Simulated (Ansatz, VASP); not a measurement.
# Two plane-wave programs on KTaSe3

Contents of INCAR:

```
ALGO = Normal
EDIFF = 1E-6
ENCUT = 520
GGA = PE
ISIF = 2
ISMEAR = 0
LASPH = T
LCHARG = F
LREAL = F
LWAVE = F
NBANDS = 27
NELM = 60
PREC = Accurate
SIGMA = 0.1
```

File KPOINTS:

```
k-points
0
Gamma
  8 8 8
```

Contents of POSCAR:

```
KTaSe3
1.0
    5.0101052459      0.0000000000      0.0000000000
    0.0000000000      5.0101052459      0.0000000000
    0.0000000000      0.0000000000      5.0101052459
K Ta Se
1 1 3
Direct
    0.0000000000      0.0000000000      0.0000000000
    0.5000000000      0.5000000000      0.5000000000
    0.0000000000      0.5000000000      0.5000000000
    0.5000000000      0.0000000000      0.5000000000
    0.5000000000      0.5000000000      0.0000000000
```

Input for Ansatz:

```yaml
crystal:
  lattice:
    - [5.0101052459, 0.0, 0.0]
    - [0.0, 5.0101052459, 0.0]
    - [0.0, 0.0, 5.0101052459]
  atoms:
    - { symbol: K, position: [0.0, 0.0, 0.0] }
    - { symbol: Ta, position: [0.5, 0.5, 0.5] }
    - { symbol: Se, position: [0.0, 0.5, 0.5] }
    - { symbol: Se, position: [0.5, 0.0, 0.5] }
    - { symbol: Se, position: [0.5, 0.5, 0.0] }
basis:
  ecutwfc: 420
kpoints:
  mp_grid: { grid: [8, 8, 8] }
hamiltonian:
  xc: pbe
scf:
  occupations: { method: gaussian, width: 0.1 }
output:
  forces: true
  stress: true
  eigenvalues: true
```

Alike in both runs: task single point; functional PBE; k mesh 8 × 8 × 8; occupations gaussian, width 0.1 eV; no spin polarisation.

```csv
,VASP,Ansatz
version,VASP 6.6.1,Ansatz 0.2.0
potentials or method,"VASP PAW PBE potentials, release 64 (K_sv, Ta_pv, Se), cutoff 520 eV","scalar-relativistic, plane waves, PAW"
valence electrons in the cell,38,70
```

Ansatz gave:

```
gap on the k mesh at the Fermi level (eV) : none
pressure (GPa)                            : 4.7
```

Estimate VASP's values.

gap on the k mesh at the Fermi level (eV): none; pressure (GPa): 4.9.

A gap of «none» marks a metal or a gap that the smearing closes. The functional is the same, so the differences come from potentials, cutoffs and numerics. VASP's potentials hold 38 valence electrons a cell and Ansatz's 70, so a difference there can come from the potentials and not from the codes.

Spin-orbit coupling is off throughout.
